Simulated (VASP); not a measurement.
**BaTiO3: single point with PBE**

Crystal: BaTiO3.

```xyz
5
Lattice="2.8631 1.6530 2.3563 -2.8631 1.6530 2.3563 0.0000 -3.3060 2.3563" Properties=species:S:1:pos:R:3 pbc="T T T"
Ba    0.0000    0.0000    0.0350
Ti    0.0000    0.0000    3.6701
O     0.0000   -1.6179    4.6055
O    -1.4011    0.8089    4.6055
O     1.4011    0.8089    4.6055
```

```yaml
Program: VASP 6.6.1
Task: single point
Functional: PBE
Potentials_or_basis: VASP PAW PBE potentials, release 64 (Ba_sv, Ti_sv, O)
Cutoff: 520 eV
k_mesh: 6 × 6 × 6
Occupations: gaussian, width 0.02 eV
Spin: no spin polarisation
Dipole_correction: no
k_mesh_for_the_DOS: 9 × 9 × 9
Occupations_for_the_DOS: tetrahedron
Further_INCAR_settings: ALGO = Normal; EDIFF = 1e-07
```

The valence electrons inside the program's atomic spheres are Ba 7.96; Ti 10.28; O 5.02.

Levels at points of the mesh, in eV from the valence-band top:
```
           k point  band 18  band 19  band 20  band 21  band 22  band 23
(0.00, 0.00, 0.00)    -0.66    -0.51    -0.51     2.62     2.62     2.79
```

Run time: 3.4 min on 1 thread of Intel Xeon 8259CL (shared host), peak memory 0.27 GiB.

Caveat: spin-orbit coupling is left out, which moves the levels of the heavy elements.
